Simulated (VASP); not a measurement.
# GaAs (F-43m) in VASP: further runs

Aim: see how the results for GaAs move with the level of theory and the settings. Levels: PBE, PBEsol. Tasks: single point.

All numbers are computed with VASP 6.6.1; they aren't measurements. Logs are shortened: lines on timing, memory, paths and dates and some standing lists are left out, and cuts for length are marked.

## 1. The cell of the first run

Symmetry: F-43m, No. 216, cubic system. The conventional cell has a = 5.654 Å, b = 5.654 Å, c = 5.654 Å, α = 90.00°, β = 90.00°, γ = 90.00°. Within 3.2 Å of As (site symmetry -43m) lie 4 Ga at 2.45 Å. Within 3.2 Å of Ga (site symmetry -43m) lie 4 As at 2.45 Å.

## 2. Single point, PBE

Input file INCAR:

```
SYSTEM = GaAs
ALGO = Normal
EDIFF = 1E-6
ENCUT = 520
GGA = PE
ISIF = 2
ISMEAR = -1
LASPH = .TRUE.
LCHARG = .TRUE.
LELF = .TRUE.
LREAL = .FALSE.
LVHAR = .TRUE.
LWAVE = .FALSE.
NBANDS = 16
NELM = 60
PREC = Accurate
SIGMA = 0.05
```

Input file KPOINTS:

```
k-points
0
G
  4 4 4
  0 0 0
```

Input file POSCAR:

```
GaAs
1.0
    0.0000000000      2.8268500000      2.8268500000
    2.8268500000      0.0000000000      2.8268500000
    2.8268500000      2.8268500000      0.0000000000
As Ga
1 1
Direct
    0.7500000000      0.7500000000      0.7500000000
    0.0000000000      0.0000000000      0.0000000000
```

Potentials or basis: VASP PAW PBE potentials, release 64 (As, Ga_d).

Launch:

```bash
> cat potpaw_PBE.64/As/POTCAR potpaw_PBE.64/Ga_d/POTCAR > POTCAR
> mpirun -np 1 vasp_std > vasp.out
```

OUTCAR:

```text
SYSTEM = GaAs
   EDIFF = 1E-6
   ENCUT = 520
   GGA = PE
   ISIF = 2
   ISMEAR = -1
   LASPH = .TRUE.
   LREAL = .FALSE.
   NELM = 60
   PREC = Accurate

 ion  position               nearest neighbor table
   1  0.750  0.750  0.750-   2 2.45   2 2.45   2 2.45   2 2.45
   2  0.000  0.000  0.000-   1 2.45   1 2.45   1 2.45   1 2.45

  LATTYP: Found a face centered cubic cell.
 ALAT       =     5.6537000000

  Lattice vectors:

 A1 = (   0.0000000000,   2.8268500000,   2.8268500000)
 A2 = (   2.8268500000,   0.0000000000,   2.8268500000)
 A3 = (   2.8268500000,   2.8268500000,   0.0000000000)

Analysis of symmetry for initial positions (statically):
=====================================================================
 Subroutine PRICEL returns:
 Original cell was already a primitive cell.

 Routine SETGRP: Setting up the symmetry group for a
 face centered cubic supercell.

 Subroutine GETGRP returns: Found 24 space group operations
 (whereof 24 operations were pure point group operations)
 out of a pool of 48 trial point group operations.

The static configuration has the point symmetry T_d .

Analysis of symmetry for dynamics (positions and initial velocities):
=====================================================================
 Subroutine PRICEL returns:
 Original cell was already a primitive cell.

 Routine SETGRP: Setting up the symmetry group for a
 face centered cubic supercell.

 Subroutine GETGRP returns: Found 24 space group operations
 (whereof 24 operations were pure point group operations)
 out of a pool of 48 trial point group operations.

The dynamic configuration has the point symmetry T_d .

 Subroutine INISYM returns: Found 24 space group operations
 (whereof 24 operations are pure point group operations),
 and found     1 'primitive' translations

----------------------------------------------------------------------------------------

                                     Primitive cell

  volume of cell :      45.1792

  direct lattice vectors                    reciprocal lattice vectors
     0.000000000  2.826850000  2.826850000    -0.176875321  0.176875321  0.176875321
     2.826850000  0.000000000  2.826850000     0.176875321 -0.176875321  0.176875321
     2.826850000  2.826850000  0.000000000     0.176875321  0.176875321 -0.176875321

  length of vectors
     3.997769609  3.997769609  3.997769609     0.306357042  0.306357042  0.306357042

  position of ions in fractional coordinates (direct lattice)
     0.750000000  0.750000000  0.750000000
     0.000000000  0.000000000  0.000000000

  ion indices of the primitive-cell ions
   primitive index   ion index
                 1           1
                 2           2

----------------------------------------------------------------------------------------

 KPOINTS: k-points

Automatic generation of k-mesh.
 Grid dimensions read from file:
 generate k-points for:    4    4    4

 Generating k-lattice:

  Cartesian coordinates                     Fractional coordinates (reciprocal lattice)
    -0.044218830  0.044218830  0.044218830     0.250000000  0.000000000  0.000000000
     0.044218830 -0.044218830  0.044218830     0.000000000  0.250000000  0.000000000
     0.044218830  0.044218830 -0.044218830     0.000000000  0.000000000  0.250000000

  Length of vectors
     0.076589260  0.076589260  0.076589260

  Shift w.r.t. Gamma in fractional coordinates (k-lattice)
     0.000000000  0.000000000  0.000000000

 Subroutine IBZKPT returns following result:
 ===========================================

 Found      8 irreducible k-points:

 Following reciprocal coordinates:
            Coordinates               Weight
  0.000000  0.000000  0.000000      1.000000
  0.250000  0.000000  0.000000      8.000000
  0.500000  0.000000  0.000000      4.000000
  0.250000  0.250000  0.000000      6.000000
  0.500000  0.250000  0.000000     24.000000
 -0.250000  0.250000  0.000000     12.000000
  0.500000  0.500000  0.000000      3.000000
 -0.250000  0.500000  0.250000      6.000000
   k-points           NKPTS =      8   k-points in BZ     NKDIM =      8   number of bands    NBANDS=     16
   number of dos      NEDOS =    301   number of ions     NIONS =      2
   total plane-waves  NPLWV =  27000
   dimension x,y,z NGX =    30 NGY =   30 NGZ =   30
   dimension x,y,z NGXF=    60 NGYF=   60 NGZF=   60
   ions per type =               1   1
   NGX,Y,Z   is equivalent  to a cutoff of  12.48, 12.48, 12.48 a.u.
   NGXF,Y,Z  is equivalent  to a cutoff of  24.95, 24.95, 24.95 a.u.
 SYSTEM =  GaAs
   PREC   = accura    normal or accurate (medium, high low for compatibility)
   ISTART =      0    job   : 0-new  1-cont  2-samecut
   ICHARG =      2    charge: 1-file 2-atom 10-const
   ISPIN  =      1    spin polarized calculation?
   LNONCOLLINEAR =      F non collinear calculations
   LSORBIT =      F    spin-orbit coupling
   LASPH  =      T    aspherical Exc in radial PAW
   ENCUT  =  520.0 eV  38.22 Ry    6.18 a.u.   7.43  7.43  7.43*2*pi/ulx,y,z
   NELM   =     60;   NELMIN=  2; NELMDL= -5     # of ELM steps
   EDIFF  = 0.1E-05   stopping-criterion for ELM
   LREAL  =      F    real-space projection
   EDIFFG = 0.1E-04   stopping-criterion for IOM
   NSW    =      0    number of steps for IOM
   IBRION =     -1    ionic relax: 0-MD 1-quasi-New 2-CG
   NFREE  =      0    steps in history (QN), initial steepest desc. (CG)
   ISIF   =      2    stress and relaxation
   ISYM   =      2    0-nonsym 1-usesym 2-fastsym
   POTIM  = 0.5000    time-step for ionic-motion
   TEBEG  =    0.0;   TEEND  =   0.0 temperature during run
   PSTRESS=    0.0 pullay stress
   NELECT =      18.0000    total number of electrons
   NUPDOWN=      -1.0000    fix difference up-down
   EMIN   =  10.00;   EMAX   =-10.00  energy-range for DOS
   EFERMI =   0.00;   METHOD = LEGACY
   ISMEAR =    -1;   SIGMA  =   0.05  broadening in eV -4-tet -1-fermi 0-gaus
   EFERMI_NEDOS =   21; number of points for ismear=-14 and -15
   IALGO  =     38    algorithm
   IMIX   =      4    mixing-type and parameters
     AMIX     =   0.40;   BMIX     =  1.00
     AMIX_MAG =   1.60;   BMIX_MAG =  1.00
  volume/ion in A,a.u.               =      22.59       152.44
  Fermi-wavevector in a.u.,A,eV,Ry     =   1.204628  2.276417 19.743799  1.451128
  Thomas-Fermi vector in A             =   2.340347
   LORBIT       =      0    0 simple, 1 ext, 2 COOP (PROOUT), +10 PAW based schemes
   GGA     = PE    functional components
   LHFCALC =     F    Hartree Fock is set to
   AEXX    =    0.0000 exact exchange contribution
   IVDW    =     0    specifies the selected vdW correction
   LEPSILON=     F    determine dielectric tensor
   LRPA    =     F    only Hartree local field effects (RPA)
 non-spin polarized calculation
  energy-cutoff  :      520.00
  volume of cell :       45.18
 maximum number of plane-waves:      1243
 NGX is ok and might be reduce to    30
   NGX = 15   NGY = 15   NGZ = 15

 number of electron      17.9999995 magnetization

 Free energy of the ion-electron system (eV)
  ---------------------------------------------------
  ext. energy  EPLUGINS =         0.00000000
  ---------------------------------------------------
  free energy    TOTEN  =        -8.07319009 eV

  energy without entropy =       -8.07298849  energy(sigma->0) =       -8.07308929

 E-fermi :   4.2632     XC(G=0):  -9.5607

 val. band max:        3.9809915697   @ k =   0.0000   0.0000   0.0000
 cond. band min:       4.4900837112   @ k =   0.0000   0.0000   0.0000
 fundamental gap:      0.5090921416
 Fermi energy:         4.2631722258

 k-point     1 :       0.0000    0.0000    0.0000
  band No.  band energies     occupation
      1     -10.8821      2.00000
      2     -10.8821      2.00000
      3     -10.8821      2.00000
      4     -10.8043      2.00000
      5     -10.8043      2.00000
      6      -8.7473      2.00000
      7       3.9810      1.99295
      8       3.9810      1.99294
      9       3.9810      1.99294
     10       4.4901      0.02116
     11       7.6754      0.00000
     12       7.6754      0.00000
     13       7.6754      0.00000
     14      11.5600      0.00000
     15      14.0740      0.00000
     16      14.0740      0.00000

 k-point     2 :       0.2500    0.0000    0.0000
  band No.  band energies     occupation
      1     -10.9235      2.00000
      2     -10.8709      2.00000
      3     -10.8709      2.00000
      4     -10.8039      2.00000
      5     -10.8039      2.00000
      6      -8.0541      2.00000
      7      -0.1708      2.00000
      8       3.2974      2.00000
      9       3.2974      2.00000
     10       5.4120      0.00000
     11       8.5450      0.00000
     12       8.5450      0.00000
     13       9.9308      0.00000
     14      12.9284      0.00000
     15      12.9805      0.00000
     16      12.9805      0.00000

 k-point     3 :       0.5000    0.0000    0.0000
  band No.  band energies     occupation
      1     -10.9591      2.00000
      2     -10.8629      2.00000
      3     -10.8629      2.00000
      4     -10.8004      2.00000
      5     -10.8004      2.00000
      6      -6.9764      2.00000
      7      -2.6801      2.00000
      8       2.8319      2.00000
      9       2.8319      2.00000
     10       4.9613      0.00000
     11       8.5845      0.00000
     12       8.5845      0.00000
     13      11.7222      0.00000
     14      14.3921      0.00000
     15      15.8268      0.00000
     16      15.8268      0.00000

 k-point     4 :       0.2500    0.2500    0.0000
  band No.  band energies     occupation
      1     -10.9437      2.00000
      2     -10.8582      2.00000
      3     -10.8582      2.00000
      4     -10.8158      2.00000
      5     -10.7979      2.00000
      6      -7.8180      2.00000
      7      -0.1201      2.00000
      8       2.2796      2.00000
      9       2.2796      2.00000
     10       5.9341      0.00000
     11       7.2334      0.00000
     12      10.5627      0.00000
     13      10.5627      0.00000
     14      11.4145      0.00000
     15      15.0764      0.00000
     16      15.3789      0.00000

 k-point     5 :       0.5000    0.2500    0.0000
  band No.  band energies     occupation
      1     -10.9707      2.00000
      2     -10.8523      2.00000
      3     -10.8470      2.00000
      4     -10.8150      2.00000
      5     -10.7972      2.00000
      6      -6.6855      2.00000
      7      -2.3137      2.00000
      8       0.7311      2.00000
      9       1.9301      2.00000
     10       6.1597      0.00000
     11       8.6671      0.00000
     12      10.1942      0.00000
     13      10.9071      0.00000
     14      14.3638      0.00000
     15      15.9753      0.00000
     16      16.5576      0.00000

 k-point     6 :      -0.2500    0.2500    0.0000
  band No.  band energies     occupation
      1     -10.9561      2.00000
      2     -10.8591      2.00000
      3     -10.8570      2.00000
      4     -10.8061      2.00000
      5     -10.8039      2.00000
      6      -7.1026      2.00000
      7      -1.6811      2.00000
      8       0.6018      2.00000
      9       2.7526      2.00000
     10       6.6878      0.00000
     11       9.5860      0.00000
     12       9.6065      0.00000
     13       9.8110      0.00000
     14      12.3454      0.00000
     15      14.3127      0.00000
     16      16.6595      0.00000

 k-point     7 :       0.5000    0.5000    0.0000
  band No.  band energies     occupation
      1     -10.9905      2.00000
      2     -10.8333      2.00000
      3     -10.8333      2.00000
      4     -10.8297      2.00000
      5     -10.7915      2.00000
      6      -6.2295      2.00000
      7      -2.8655      2.00000
      8       1.2896      2.00000
      9       1.2896      2.00000
     10       5.4183      0.00000
     11       5.6159      0.00000
     12      14.1277      0.00000
     13      14.1277      0.00000
     14      14.9727      0.00000
     15      17.2946      0.00000
     16      17.3194      0.00000

 k-point     8 :      -0.2500    0.5000    0.2500
  band No.  band energies     occupation
      1     -10.9776      2.00000
      2     -10.8514      2.00000
      3     -10.8380      2.00000
      4     -10.8150      2.00000
      5     -10.8002      2.00000
      6      -6.1711      2.00000
      7      -2.6803      2.00000
      8       0.4319      2.00000
      9       0.6208      2.00000
     10       8.5864      0.00000
     11       8.6889      0.00000
     12       9.3604      0.00000
     13       9.9962      0.00000
     14      15.0625      0.00000
     15      16.1622      0.00000
     16      17.2863      0.00000

------------------------ aborting loop because EDIFF is reached ----------------------------------------

  FORCE on cell =-STRESS in cart. coord.  units (eV):
  Direction    XX          YY          ZZ          XY          YZ          ZX
  --------------------------------------------------------------------------------------
  -------------------------------------------------------------------------------------
  Total        1.0455846      1.0455846      1.0455846     -0.0000000      0.0000000     -0.0000000
  in kB       37.0792955     37.0792955     37.0792955     -0.0000000      0.0000000     -0.0000000
  external PRESSURE =      37.0792955 kB  Pullay stress =       0.0000000 kB

 VOLUME and BASIS-vectors are now :
 -----------------------------------------------------------------------------
  energy-cutoff  :      520.00
  volume of cell :       45.18
      direct lattice vectors                 reciprocal lattice vectors
     0.000000000  2.826850000  2.826850000    -0.176875321  0.176875321  0.176875321
     2.826850000  0.000000000  2.826850000     0.176875321 -0.176875321  0.176875321
     2.826850000  2.826850000  0.000000000     0.176875321  0.176875321 -0.176875321

 POSITION                                       TOTAL-FORCE (eV/Angst)
 -----------------------------------------------------------------------------------
      4.24027      4.24027      4.24027        -0.000000     -0.000000     -0.000000
      0.00000      0.00000      0.00000         0.000000      0.000000      0.000000
 -----------------------------------------------------------------------------------
    total drift:                               -0.000002     -0.000002     -0.000002

  FREE ENERGIE OF THE ION-ELECTRON SYSTEM (eV)
  ---------------------------------------------------
  free  energy   TOTEN  =        -8.0731900889 eV

  energy  without entropy=       -8.0729884875  energy(sigma->0) =       -8.07308929
```

Run time: 10 s. Hardware: 1 thread of Intel Xeon Platinum 8259CL at 2.50GHz (Skylake/Cascade Lake), shared host; peak memory 0.16 GiB.

What came out:

| Property | Result |
| --- | --- |
| Free energy | -8.0732 eV |
| Pressure | 3.7 GPa |
| Band gap on the k mesh | 0.51 eV, direct |

Levels at points of the mesh, in eV from the valence-band top:
| k point | band 7 | band 8 | band 9 | band 10 | band 11 | band 12 |
| --- | --- | --- | --- | --- | --- | --- |
| (0.00, 0.00, 0.00) | 0.00 | 0.00 | 0.00 | 0.51 | 3.69 | 3.69 |
| (0.50, 0.00, 0.00) | -6.66 | -1.15 | -1.15 | 0.98 | 4.60 | 4.60 |
| (0.50, 0.50, 0.00) | -6.85 | -2.69 | -2.69 | 1.44 | 1.63 | 10.15 |

Caveat: the k points lie up to 0.48 Å⁻¹ apart. A k mesh can miss the band edges.

## 3. Single point, PBEsol (volume scaled by 0.94)

Input file INCAR:

```
SYSTEM = GaAs
  ALGO = Normal
  EDIFF = 1E-7
  ENCUT = 520
  GGA = PS
  ISIF = 2
  ISMEAR = -1
  LASPH = .True.
  LCHARG = .False.
  LREAL = .False.
  LWAVE = .False.
  NBANDS = 16
  NELM = 100
  PREC = Accurate
  SIGMA = 0.05
```

Input file KPOINTS:

```
k-points
0
Gamma
  8 8 8
  0 0 0
```

Input file POSCAR:

```
GaAs
1.0
    0.0000000000      2.7691429914      2.7691429914
    2.7691429914      0.0000000000      2.7691429914
    2.7691429914      2.7691429914      0.0000000000
As Ga
1 1
Direct
    0.7500000000      0.7500000000      0.7500000000
    0.0000000000      0.0000000000      0.0000000000
```

Potentials or basis: VASP PAW PBE potentials, release 64 (As, Ga_d).

Launch:

```bash
> cat potpaw_PBE.64/As/POTCAR potpaw_PBE.64/Ga_d/POTCAR > POTCAR
> mpirun -np 1 vasp_std > vasp.out
```

It took 30 s on 1 thread of Intel Xeon Platinum 8259CL at 2.50GHz (Skylake/Cascade Lake), shared host; peak memory 0.17 GiB.

It converged, with:

```yaml
Free_energy: -9.0410 eV
Pressure: 5.4 GPa
Band_gap_on_the_k_mesh: 0.93 eV, direct
```

Levels at points of the mesh, in eV from the valence-band top:
```csv
k point,band 5,band 6,band 7,band 8,band 9,band 10,band 11,band 12,band 13,band 14
"(0.00, 0.00, 0.00)",-14.81,-13.22,0.00,0.00,0.00,0.93,3.70,3.70,3.70,7.58
"(0.50, 0.00, 0.00)",-14.80,-11.24,-7.04,-1.25,-1.25,1.10,4.60,4.60,7.62,10.75
"(0.50, 0.50, 0.00)",-14.79,-10.41,-7.15,-2.93,-2.93,1.22,1.53,10.63,10.63,11.46
```

Caveat: the PAW data sets were made with another functional, which shifts forces and pressure a little. A k mesh can miss the band edges.

## 4. Single point, PBEsol (volume scaled by 0.98)

Input file INCAR:

```
  PREC = Accurate
  ENCUT = 520
  EDIFF = 1E-6
  ISMEAR = -1
  SIGMA = 0.05
  LREAL = False
  LASPH = True
  NELM = 100
  ALGO = Normal
  ISIF = 2
  LWAVE = False
  LCHARG = True
  GGA = PS
  LELF = True
  LVHAR = True
  NBANDS = 16
```

Input file KPOINTS:

```
Automatic mesh
0
Gamma
  8 8 8
```

Input file POSCAR:

```
GaAs
1.0
    0.0000000000      2.8078772807      2.8078772807
    2.8078772807      0.0000000000      2.8078772807
    2.8078772807      2.8078772807      0.0000000000
As Ga
1 1
Direct
    0.7500000000      0.7500000000      0.7500000000
    0.0000000000      0.0000000000      0.0000000000
```

Launch:

```bash
> cat potpaw_PBE.64/As/POTCAR potpaw_PBE.64/Ga_d/POTCAR > POTCAR
> mpirun -np 1 vasp_std > vasp.out
```

Wall time 22 s (1 thread of Intel Xeon Platinum 8259CL at 2.50GHz (Skylake/Cascade Lake), shared host); peak memory 0.18 GiB.

The run converged. Its results:

| Item | Value |
| --- | --- |
| Free energy | -9.0812 eV |
| Pressure | 1.8 GPa |
| Band gap on the k mesh | 0.61 eV, direct |

Levels at points of the mesh, in eV from the valence-band top:
```csv
k point,band 6,band 7,band 8,band 9,band 10,band 11,band 12,band 13
"(0.00, 0.00, 0.00)",-12.90,0.00,0.00,0.00,0.61,3.69,3.69,3.69
"(0.50, 0.00, 0.00)",-11.06,-6.79,-1.18,-1.18,0.98,4.59,4.59,7.60
"(0.50, 0.50, 0.00)",-10.29,-6.95,-2.77,-2.77,1.31,1.56,10.29,10.29
```

Caveat: the PAW data sets were made with another functional, which shifts forces and pressure a little. A k mesh can miss the band edges.

## 5. The runs side by side

```tsv
level	cell	k mesh	gap on the mesh (eV)	pressure (GPa)
PBE	a = 3.998 Å, angles 60.0°, 2 atoms	4 × 4 × 4	0.51	3.7
PBEsol	a = 3.916 Å, angles 60.0°, 2 atoms	8 × 8 × 8	0.93	5.4
PBEsol	a = 3.971 Å, angles 60.0°, 2 atoms	8 × 8 × 8	0.61	1.8
```

Alike in all rows: task single point; potentials or basis VASP PAW PBE potentials, release 64 (As, Ga_d); no spin polarisation; cutoff (eV) 520; smearing fermi-dirac 0.05 eV.

Caveats: some runs use coarse meshes; the PAW data sets were made with another functional, which shifts forces and pressure a little (some runs).

Absolute energies hang on the potentials; compare differences alone.
